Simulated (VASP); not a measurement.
# Si23C25 (a cell with a defect) (Moissanite) in VASP: a series of runs

Si23C25 (a cell with a defect) (Moissanite) is run at these levels: PBE; tasks: single point.

Everything below comes from runs of VASP 6.6.1. Logs are shortened: lines on timing, memory, paths and dates and some standing lists are left out, and cuts for length are marked.

### 1 The cell of the first run

The cell holds a defect, 48 atoms: a = 6.152 Å, b = 9.228 Å, c = 10.096 Å, α = 90.00°, β = 90.00°, γ = 120.00°.

### 2 Single point, PBE

Contents of INCAR:

```
PREC = Accurate
ENCUT = 520
EDIFF = 1E-7
ISMEAR = -1
SIGMA = 0.01
LREAL = Auto
LASPH = True
NELM = 100
ALGO = Normal
ISIF = 2
LWAVE = False
LCHARG = False
GGA = PE
NBANDS = 126
```

Contents of KPOINTS:

```
Automatic mesh
0
Gamma
  4 3 2
```

Contents of POSCAR:

```
Si23C25
1.0
    6.1520000000      0.0000000000      0.0000000000
   -4.6140000000      7.9916824260      0.0000000000
    0.0000000000      0.0000000000     10.0960000000
C Si
25 23
Direct
    0.1666666666      0.2222222222      0.0000000000
    0.1666666666      0.2222222222      0.1925000000
    0.1666666666      0.2222222222      0.6925000000
    0.1666666666      0.5555555556      0.1925000000
    0.1666666666      0.5555555556      0.6925000000
    0.1666666666      0.8888888889      0.1925000000
    0.1666666666      0.8888888889      0.6925000000
    0.6666666666      0.2222222222      0.1925000000
    0.6666666666      0.2222222222      0.6925000000
    0.6666666666      0.5555555556      0.1925000000
    0.6666666666      0.5555555556      0.6925000000
    0.6666666666      0.8888888889      0.1925000000
    0.6666666666      0.8888888889      0.6925000000
    0.3333333334      0.1111111111      0.4425000000
    0.3333333334      0.1111111111      0.9425000000
    0.3333333334      0.4444444444      0.4425000000
    0.3333333334      0.4444444444      0.9425000000
    0.3333333334      0.7777777778      0.4425000000
    0.3333333334      0.7777777778      0.9425000000
    0.8333333334      0.1111111111      0.4425000000
    0.8333333334      0.1111111111      0.9425000000
    0.8333333334      0.4444444444      0.4425000000
    0.8333333334      0.4444444444      0.9425000000
    0.8333333334      0.7777777778      0.4425000000
    0.8333333334      0.7777777778      0.9425000000
    0.1666666666      0.2222222222      0.5000000000
    0.1666666666      0.5555555556      0.0000000000
    0.1666666666      0.5555555556      0.5000000000
    0.1666666666      0.8888888889      0.0000000000
    0.1666666666      0.8888888889      0.5000000000
    0.6666666666      0.2222222222      0.0000000000
    0.6666666666      0.2222222222      0.5000000000
    0.6666666666      0.5555555556      0.0000000000
    0.6666666666      0.5555555556      0.5000000000
    0.6666666666      0.8888888889      0.0000000000
    0.6666666666      0.8888888889      0.5000000000
    0.3333333334      0.1111111111      0.2500000000
    0.3333333334      0.1111111111      0.7500000000
    0.3333333334      0.4444444444      0.2500000000
    0.3333333334      0.4444444444      0.7500000000
    0.3333333334      0.7777777778      0.2500000000
    0.3333333334      0.7777777778      0.7500000000
    0.8333333334      0.1111111111      0.2500000000
    0.8333333334      0.1111111111      0.7500000000
    0.8333333334      0.4444444444      0.2500000000
    0.8333333334      0.4444444444      0.7500000000
    0.8333333334      0.7777777778      0.2500000000
    0.8333333334      0.7777777778      0.7500000000
```

Potentials or basis: VASP PAW PBE potentials, release 64 (C, Si).

Started as:

```console
$ cat potpaw_PBE.64/C/POTCAR potpaw_PBE.64/Si/POTCAR > POTCAR
$ mpirun -np 1 vasp_std > vasp.out
```

OUTCAR:

```text
PREC = Accurate
   ENCUT = 520
   EDIFF = 1E-7
   ISMEAR = -1
   LREAL = Auto
   LASPH = True
   NELM = 100
   ISIF = 2
   GGA = PE

 ion  position               nearest neighbor table
   1  0.167  0.222  0.000-  21 1.87  17 1.87  15 1.87   2 1.94
   2  0.167  0.222  0.193-  43 1.87  39 1.87  37 1.87   1 1.94
   3  0.167  0.222  0.693-  44 1.87  40 1.87  38 1.87  26 1.94
   4  0.167  0.556  0.193-  45 1.87  41 1.87  39 1.87  27 1.94
   5  0.167  0.556  0.693-  46 1.87  42 1.87  40 1.87  28 1.94
   6  0.167  0.889  0.193-  47 1.87  37 1.87  41 1.87  29 1.94
[... 17 lines left out ...]
  24  0.833  0.778  0.443-  30 1.87  34 1.87  36 1.87  47 1.94
  25  0.833  0.778  0.943-  29 1.87  33 1.87  35 1.87  48 1.94
  26  0.167  0.222  0.500-  20 1.87  16 1.87  14 1.87   3 1.94  30 3.08  36 3.08  32 3.08  32 3.08
                            34 3.08  28 3.08  43 3.09  44 3.09  39 3.09  40 3.09  37 3.09  38 3.09
  27  0.167  0.556  0.000-  23 1.87  19 1.87  17 1.87   4 1.94  29 3.08  35 3.08  33 3.08  33 3.08
                            31 3.08  45 3.09  46 3.09  41 3.09  42 3.09  39 3.09  40 3.09
  28  0.167  0.556  0.500-  22 1.87  18 1.87  16 1.87   5 1.94  30 3.08  36 3.08  34 3.08  34 3.08
                            32 3.08  26 3.08  45 3.09  46 3.09  41 3.09  42 3.09  39 3.09  40 3.09
  29  0.167  0.889  0.000-  25 1.87  15 1.87  19 1.87   6 1.94  27 3.08  33 3.08  31 3.08  35 3.08
                            35 3.08  47 3.09  48 3.09  37 3.09  38 3.09  41 3.09  42 3.09
  30  0.167  0.889  0.500-  24 1.87  14 1.87  18 1.87   7 1.94  28 3.08  26 3.08  34 3.08  32 3.08
                            36 3.08  36 3.08  47 3.09  48 3.09  37 3.09  38 3.09  41 3.09  42 3.09
  31  0.667  0.222  0.000-  15 1.87  23 1.87  21 1.87   8 1.94  35 3.08  29 3.08  27 3.08  33 3.08
                            38 3.09  37 3.09  46 3.09  45 3.09  44 3.09  43 3.09
  32  0.667  0.222  0.500-  14 1.87  22 1.87  20 1.87   9 1.94  36 3.08  30 3.08  26 3.08  26 3.08
                            28 3.08  34 3.08  37 3.09  38 3.09  45 3.09  46 3.09  43 3.09  44 3.09
  33  0.667  0.556  0.000-  17 1.87  25 1.87  23 1.87  10 1.94  35 3.08  29 3.08  27 3.08  27 3.08
                            31 3.08  40 3.09  39 3.09  48 3.09  47 3.09  46 3.09  45 3.09
  34  0.667  0.556  0.500-  16 1.87  24 1.87  22 1.87  11 1.94  36 3.08  30 3.08  28 3.08  28 3.08
                            26 3.08  32 3.08  39 3.09  40 3.09  47 3.09  48 3.09  45 3.09  46 3.09
  35  0.667  0.889  0.000-  19 1.87  21 1.87  25 1.87  12 1.94  33 3.08  31 3.08  27 3.08  29 3.08
                            29 3.08  41 3.09  42 3.09  43 3.09  44 3.09  47 3.09  48 3.09
  36  0.667  0.889  0.500-  18 1.87  20 1.87  24 1.87  13 1.94  34 3.08  32 3.08  28 3.08  26 3.08
                            30 3.08  30 3.08  41 3.09  42 3.09  43 3.09  44 3.09  47 3.09  48 3.09
  37  0.333  0.111  0.250-   8 1.87   6 1.87   2 1.87  14 1.94  39 3.08  41 3.08  45 3.08  47 3.08
                            43 3.08  43 3.08  31 3.09  32 3.09  29 3.09  30 3.09  26 3.09
  38  0.333  0.111  0.750-   9 1.87   7 1.87   3 1.87  15 1.94  40 3.08  42 3.08  46 3.08  48 3.08
                            44 3.08  44 3.08  31 3.09  32 3.09  29 3.09  30 3.09  26 3.09
  39  0.333  0.444  0.250-  10 1.87   2 1.87   4 1.87  16 1.94  37 3.08  43 3.08  45 3.08  45 3.08
                            47 3.08  41 3.08  33 3.09  34 3.09  26 3.09  27 3.09  28 3.09
  40  0.333  0.444  0.750-  11 1.87   3 1.87   5 1.87  17 1.94  38 3.08  44 3.08  46 3.08  46 3.08
                            48 3.08  42 3.08  33 3.09  34 3.09  26 3.09  27 3.09  28 3.09
  41  0.333  0.778  0.250-  12 1.87   4 1.87   6 1.87  18 1.94  37 3.08  43 3.08  47 3.08  47 3.08
                            45 3.08  39 3.08  35 3.09  36 3.09  27 3.09  28 3.09  29 3.09  30 3.09
  42  0.333  0.778  0.750-  13 1.87   5 1.87   7 1.87  19 1.94  38 3.08  44 3.08  48 3.08  48 3.08
                            46 3.08  40 3.08  35 3.09  36 3.09  27 3.09  28 3.09  29 3.09  30 3.09
  43  0.833  0.111  0.250-   2 1.87  12 1.87   8 1.87  20 1.94  45 3.08  47 3.08  39 3.08  41 3.08
                            37 3.08  37 3.08  26 3.09  35 3.09  36 3.09  31 3.09  32 3.09
  44  0.833  0.111  0.750-   3 1.87  13 1.87   9 1.87  21 1.94  46 3.08  48 3.08  40 3.08  42 3.08
                            38 3.08  38 3.08  26 3.09  35 3.09  36 3.09  31 3.09  32 3.09
  45  0.833  0.444  0.250-   4 1.87   8 1.87  10 1.87  22 1.94  43 3.08  37 3.08  39 3.08  39 3.08
                            41 3.08  47 3.08  27 3.09  28 3.09  31 3.09  32 3.09  33 3.09  34 3.09
  46  0.833  0.444  0.750-   5 1.87   9 1.87  11 1.87  23 1.94  44 3.08  38 3.08  40 3.08  40 3.08
                            42 3.08  48 3.08  27 3.09  28 3.09  31 3.09  32 3.09  33 3.09  34 3.09
  47  0.833  0.778  0.250-   6 1.87  10 1.87  12 1.87  24 1.94  43 3.08  37 3.08  41 3.08  41 3.08
                            39 3.08  45 3.08  29 3.09  30 3.09  33 3.09  34 3.09  35 3.09  36 3.09
  48  0.833  0.778  0.750-   7 1.87  11 1.87  13 1.87  25 1.94  44 3.08  38 3.08  42 3.08  42 3.08
                            40 3.08  46 3.08  29 3.09  30 3.09  33 3.09  34 3.09  35 3.09  36 3.09

  LATTYP: Found a simple monoclinic cell.
 ALAT       =     6.1520000000
 B/A-ratio  =     1.6410923277
 C/A-ratio  =     1.3228756555
 COS(beta)  =    -0.1889822365

  Lattice vectors:

 A1 = (   6.1520000000,   0.0000000000,   0.0000000000)
 A2 = (   0.0000000000,   0.0000000000,  10.0960000000)
 A3 = (  -1.5380000000,  -7.9916824260,   0.0000000000)

Analysis of symmetry for initial positions (statically):
[... 176 lines left out ...]
  0.500000  0.000000  0.000000      1.000000
  0.000000  0.333333  0.000000      2.000000
  0.250000  0.333333  0.000000      2.000000
  0.500000  0.333333  0.000000      2.000000
 -0.250000  0.333333  0.000000      2.000000
  0.000000  0.000000  0.500000      1.000000
  0.250000  0.000000  0.500000      2.000000
  0.500000  0.000000  0.500000      1.000000
  0.000000  0.333333  0.500000      2.000000
  0.250000  0.333333  0.500000      2.000000
  0.500000  0.333333  0.500000      2.000000
 -0.250000  0.333333  0.500000      2.000000
   k-points           NKPTS =     14   k-points in BZ     NKDIM =     14   number of bands    NBANDS=    126
   number of dos      NEDOS =    301   number of ions     NIONS =     48
   total plane-waves  NPLWV = 268800
   dimension x,y,z NGX =    48 NGY =   70 NGZ =   80
   dimension x,y,z NGXF=    96 NGYF=  140 NGZF=  160
   ions per type =              25  23
   NGX,Y,Z   is equivalent  to a cutoff of  12.97, 12.61, 13.17 a.u.
   NGXF,Y,Z  is equivalent  to a cutoff of  25.94, 25.22, 26.35 a.u.
 SYSTEM =  unknown system
   PREC   = accura    normal or accurate (medium, high low for compatibility)
   ISTART =      0    job   : 0-new  1-cont  2-samecut
   ICHARG =      2    charge: 1-file 2-atom 10-const
   ISPIN  =      1    spin polarized calculation?
   LNONCOLLINEAR =      F non collinear calculations
   LSORBIT =      F    spin-orbit coupling
   LASPH  =      T    aspherical Exc in radial PAW
   ENCUT  =  520.0 eV  38.22 Ry    6.18 a.u.  11.44 17.16 18.77*2*pi/ulx,y,z
   NELM   =    100;   NELMIN=  2; NELMDL= -5     # of ELM steps
   EDIFF  = 0.1E-06   stopping-criterion for ELM
   LREAL  =      T    real-space projection
   EDIFFG = 0.1E-05   stopping-criterion for IOM
   NSW    =      0    number of steps for IOM
   IBRION =     -1    ionic relax: 0-MD 1-quasi-New 2-CG
   NFREE  =      0    steps in history (QN), initial steepest desc. (CG)
   ISIF   =      2    stress and relaxation
   ISYM   =      2    0-nonsym 1-usesym 2-fastsym
   POTIM  = 0.5000    time-step for ionic-motion
   TEBEG  =    0.0;   TEEND  =   0.0 temperature during run
   PSTRESS=    0.0 pullay stress
   NELECT =     192.0000    total number of electrons
   NUPDOWN=      -1.0000    fix difference up-down
   EMIN   =  10.00;   EMAX   =-10.00  energy-range for DOS
   EFERMI =   0.00;   METHOD = LEGACY
   ISMEAR =    -1;   SIGMA  =   0.01  broadening in eV -4-tet -1-fermi 0-gaus
   EFERMI_NEDOS =   21; number of points for ismear=-14 and -15
   IALGO  =     38    algorithm
   IMIX   =      4    mixing-type and parameters
     AMIX     =   0.40;   BMIX     =  1.00
     AMIX_MAG =   1.60;   BMIX_MAG =  1.00
  volume/ion in A,a.u.               =      10.34        69.78
  Fermi-wavevector in a.u.,A,eV,Ry     =   1.192817  2.254098 19.358549  1.422813
  Thomas-Fermi vector in A             =   2.328847
   LORBIT       =      0    0 simple, 1 ext, 2 COOP (PROOUT), +10 PAW based schemes
   GGA     = PE    functional components
   LHFCALC =     F    Hartree Fock is set to
   AEXX    =    0.0000 exact exchange contribution
   IVDW    =     0    specifies the selected vdW correction
   LEPSILON=     F    determine dielectric tensor
   LRPA    =     F    only Hartree local field effects (RPA)
 non-spin polarized calculation
  energy-cutoff  :      520.00
  volume of cell :      496.37
 maximum number of plane-waves:     13404
 NGX is ok and might be reduce to    48
   NGX = 23   NGY = 35   NGZ = 37

 number of electron     192.0000004 magnetization

 Free energy of the ion-electron system (eV)
  ---------------------------------------------------
  ext. energy  EPLUGINS =         0.00000000
  ---------------------------------------------------
  free energy    TOTEN  =      -359.85250333 eV

  energy without entropy =     -359.85250333  energy(sigma->0) =     -359.85250333

 E-fermi :   8.4215     XC(G=0): -11.3117

 val. band max:        8.2120021976   @ k =   0.0000   0.0000   0.0000
 cond. band min:      10.1339414124   @ k =   0.0000   0.0000   0.5000
 fundamental gap:      1.9219392149
 Fermi energy:         8.4214771304

 k-point     1 :       0.0000    0.0000    0.0000
  band No.  band energies     occupation
      1      -7.5159      2.00000
      2      -6.3527      2.00000
      3      -6.3143      2.00000
      4      -5.6883      2.00000
      5      -5.6576      2.00000
      6      -4.6575      2.00000
[... 1543 lines left out ...]
    107      12.6522      0.00000
    108      12.7207      0.00000
 [bands above 108 left out]

------------------------ aborting loop because EDIFF is reached ----------------------------------------

  FORCE on cell =-STRESS in cart. coord.  units (eV):
  Direction    XX          YY          ZZ          XY          YZ          ZX
  --------------------------------------------------------------------------------------
  -------------------------------------------------------------------------------------
  Total        6.3741846      6.2061708     -6.4471013     -0.0136296      0.0056334     -0.0056029
  in kB       20.5745967     20.0322819    -20.8099574     -0.0439937      0.0181835     -0.0180849
  external PRESSURE =       6.5989737 kB  Pullay stress =       0.0000000 kB

 VOLUME and BASIS-vectors are now :
 -----------------------------------------------------------------------------
  energy-cutoff  :      520.00
  volume of cell :      496.37
      direct lattice vectors                 reciprocal lattice vectors
     6.152000000  0.000000000  0.000000000     0.162548765  0.093847573  0.000000000
    -4.614000000  7.991682426  0.000000000     0.000000000  0.125130097  0.000000000
     0.000000000  0.000000000 10.096000000     0.000000000  0.000000000  0.099049128

 POSITION                                       TOTAL-FORCE (eV/Angst)
 -----------------------------------------------------------------------------------
     -0.00000      1.77593      0.00000        -0.017874      0.064925      0.440083
     -0.00000      1.77593      1.94348         0.003269     -0.009960     -2.580368
     -0.00000      1.77593      6.99148         0.002630     -0.007751     -0.712979
     -1.53800      4.43982      1.94348        -0.012181      0.032737     -0.749272
     -1.53800      4.43982      6.99148         0.011350      0.036377     -0.768319
     -3.07600      7.10372      1.94348         0.006779     -0.025747     -0.760361
[... 40 lines left out ...]
      1.53800      6.21575      2.52400        -0.000174     -0.007296      0.719984
      1.53800      6.21575      7.57200         0.004008      0.002658      0.731838
 -----------------------------------------------------------------------------------
    total drift:                               -0.002449      0.004165     -0.120257

  FREE ENERGIE OF THE ION-ELECTRON SYSTEM (eV)
  ---------------------------------------------------
  free  energy   TOTEN  =      -359.8525033333 eV

  energy  without entropy=     -359.8525033332  energy(sigma->0) =     -359.85250333
```

It took 21 min on 1 thread of AMD EPYC 9R45 (Zen 5), shared host; peak memory 0.85 GiB.

What came out:

```yaml
Free_energy: -359.8525 eV
Pressure: 0.7 GPa
Largest_force: 2.698 eV/Å
Band_gap_on_the_k_mesh: 1.92 eV
```

Forces in eV/Å, atoms in the order of the input:
```
C   -0.018  0.065  0.440
C    0.003 -0.010 -2.580
C    0.003 -0.008 -0.713
C   -0.012  0.033 -0.749
C    0.011  0.036 -0.768
C    0.007 -0.026 -0.760
C    0.036 -0.002 -0.750
C    0.001  0.013 -0.710
C    0.002 -0.051 -0.774
C    0.018  0.021 -0.734
C   -0.005  0.037 -0.786
C   -0.005 -0.029 -0.757
C   -0.033 -0.011 -0.754
C   -0.073  0.035 -0.797
C   -2.303  1.263 -0.083
C   -0.006 -0.089 -0.800
C    0.000 -2.698 -0.038
C    0.001  0.012 -0.742
C    0.095  0.191 -0.867
C    0.071  0.037 -0.797
C    2.296  1.270 -0.072
C    0.000 -0.007 -0.740
C    0.006  0.054 -0.778
C   -0.006  0.010 -0.733
C   -0.101 -0.079 -0.792
Si   0.000  0.001  0.867
Si  -0.148 -0.382  0.969
Si  -0.036  0.017  0.761
Si  -0.345  0.022  0.984
Si  -0.004 -0.046  0.752
Si   0.015  0.513  1.092
Si   0.000  0.047  0.759
Si   0.146 -0.291  0.919
Si   0.040  0.015  0.764
Si   0.345  0.064  0.954
Si   0.003 -0.044  0.749
Si   0.115 -0.039  0.453
Si  -0.238  0.148  0.779
Si   0.005  0.123  0.452
Si   0.002 -0.266  0.821
Si   0.000 -0.009  0.740
Si  -0.004 -0.014  0.628
Si  -0.115 -0.042  0.450
Si   0.238  0.147  0.790
Si  -0.008 -0.017  0.702
Si  -0.006 -0.009  0.799
Si   0.000 -0.007  0.720
Si   0.004  0.003  0.732
```

Stress tensor (GPa, compression positive):
```
 2.06  0.00  0.00
 0.00  2.00  0.00
 0.00  0.00 -2.08
```

Levels at points of the mesh, in eV from the valence-band top:
| k point | band 92 | band 93 | band 94 | band 95 | band 96 | band 97 | band 98 | band 99 | band 100 | band 101 |
| --- | --- | --- | --- | --- | --- | --- | --- | --- | --- | --- |
| (0.00, 0.00, 0.00) | -0.96 | -0.96 | -0.28 | -0.28 | 0.00 | 1.93 | 2.79 | 3.10 | 3.16 | 3.21 |
| (0.50, 0.00, 0.00) | -1.34 | -0.95 | -0.94 | -0.94 | -0.90 | 2.62 | 2.70 | 2.73 | 3.67 | 3.80 |
| (0.00, 0.00, 0.50) | -1.40 | -0.53 | -0.52 | -0.48 | -0.47 | 1.92 | 2.87 | 3.04 | 3.16 | 3.17 |
| (0.50, 0.00, 0.50) | -1.26 | -1.26 | -1.23 | -1.22 | -1.17 | 2.61 | 3.40 | 3.62 | 3.65 | 3.71 |

[end of part 1 of 2]
